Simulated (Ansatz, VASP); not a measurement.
Cs: VASP beside Ansatz

```
Cs
1.0
    -3.09058    3.09058    3.09058
     3.09058   -3.09058    3.09058
     3.09058    3.09058   -3.09058
Cs
1
Direct
  0.00000 0.00000 0.00000
```

Alike in both runs: task single point; functional PBE; k mesh 6 × 6 × 6; occupations gaussian, width 0.05 eV; no spin polarisation.

|  | VASP | Ansatz |
| --- | --- | --- |
| version | VASP 6.6.1 | Ansatz 0.2.0 |
| potentials or method | VASP PAW PBE potentials, release 64 (Cs_sv), cutoff 520 eV | scalar-relativistic, plane waves, PAW |
| valence electrons in the cell | 9 | 9 |

|  | VASP | Ansatz | Ansatz less VASP |
| --- | --- | --- | --- |
| gap on the k mesh at the Fermi level (eV) | none | none | - |
| pressure (GPa) | 0.0 | 0.0 | +0.01 |

A gap of «none» marks a metal or a gap that the smearing closes.

Neither program's run includes spin-orbit coupling.
